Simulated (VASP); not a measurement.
Bi: relaxation of cell and atoms with PBEsol

Bi:

```
Bi
1.0
     0.00000    2.60000    2.60000
     2.60000    0.00000    2.60000
     2.60000    2.60000    0.00000
Bi
1
Direct
  0.00000 0.00000 0.00000
```

This isn't the form of Bi at room conditions, which is rhombohedral.

```json
{
  "Program": "VASP 6.6.1",
  "Task": "relaxation of cell and atoms",
  "Functional": "PBEsol",
  "Potentials or basis": "VASP PAW PBE potentials, release 64 (Bi_d)",
  "Cutoff": "500 eV",
  "k mesh": "7 × 7 × 7",
  "Occupations": "methfessel-paxton, width 0.05 eV",
  "Spin": "no spin polarisation",
  "Dipole correction": "no",
  "Further INCAR settings": "ALGO = Normal; EDIFF = 1e-07; IBRION = 2; EDIFFG = -0.03; NSW = 80; ISIF = 3"
}
```

The relaxed volume is 29.98 Å³/atom. The relaxed cell is a = 3.487 Å, b = 3.487 Å, c = 3.487 Å, α = 60.00°, β = 60.00°, γ = 60.00°. The space group after relaxing (to 0.1 Å) is Fm-3m (No. 225), the energy gained by relaxing is 121.9 meV/atom and the ionic steps are 3. The pressure after relaxing is 0.1 GPa. The band gap on the k mesh is zero (an odd number of electrons rules out a gap without spin polarisation).

Step by step:
```csv
step,energy change (eV),largest force (eV/Å),pressure (GPa),volume (Å³)
1,0.0000,0.0000,-6.09,35.15
2,-0.1106,0.0000,3.00,28.78
3,-0.1219,0.0000,0.13,29.98
```

Final structure:
```cif
data_structure
_symmetry_space_group_name_H-M 'P 1'
_symmetry_Int_Tables_number 1
_cell_length_a 3.4871
_cell_length_b 3.4871
_cell_length_c 3.4871
_cell_angle_alpha 60.000
_cell_angle_beta 60.000
_cell_angle_gamma 60.000
_cell_volume 29.98
loop_
_atom_site_label
_atom_site_type_symbol
_atom_site_fract_x
_atom_site_fract_y
_atom_site_fract_z
_atom_site_occupancy
Bi1 Bi 0.00000 0.00000 0.00000 1
```

Levels at points of the mesh, in eV from the Fermi level:
```csv
k point,band 5,band 6,band 7,band 8,band 9,band 10
"(0.00, 0.00, 0.00)",-22.86,-13.79,5.29,5.29,5.29,9.14
```

Wall time 15 s on 1 thread of AMD EPYC 7R13 Processor (Zen 3) (shared host), peak memory 0.13 GiB.

Caveat: the PAW data sets were made with another functional, which shifts forces and pressure a little; spin-orbit coupling is left out, which moves the levels of the heavy elements.
